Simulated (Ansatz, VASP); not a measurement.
**AlN in VASP and in Ansatz**

```
CELL_PARAMETERS angstrom
3.29235 0.00000 0.00000
-1.64617 2.85126 0.00000
0.00000 0.00000 4.13696
ATOMIC_POSITIONS crystal
Al 0.33333 0.66667 0.25000
Al 0.66667 0.33333 0.75000
N 0.66667 0.33333 0.25000
N 0.33333 0.66667 0.75000
```

Alike in both runs: task single point; functional r2SCAN; k mesh 12 × 12 × 6; no spin polarisation.

|  | VASP | Ansatz |
| --- | --- | --- |
| version | VASP 6.6.1 | Ansatz 0.2.0 |
| potentials or method | VASP PAW PBE potentials, release 64 (Al, N) | plane waves, PAW |
| plane-wave cutoff (eV) | 520 | 500 |
| occupations | gaussian, width 0.01 eV | fixed |
| valence electrons in the cell | 16 | 16 |

|  | VASP | Ansatz | Ansatz less VASP |
| --- | --- | --- | --- |
| gap on the k mesh at the Fermi level (eV) | 4.06 | 4.03 | -0.031 |
| pressure (GPa) | -0.6 | 0.0 | +0.58 |
| traceless stress, the component that is largest in VASP (GPa) | -0.24 | 0.00 | +0.233 |

VASP's potentials were made for PBE, not for r2SCAN.
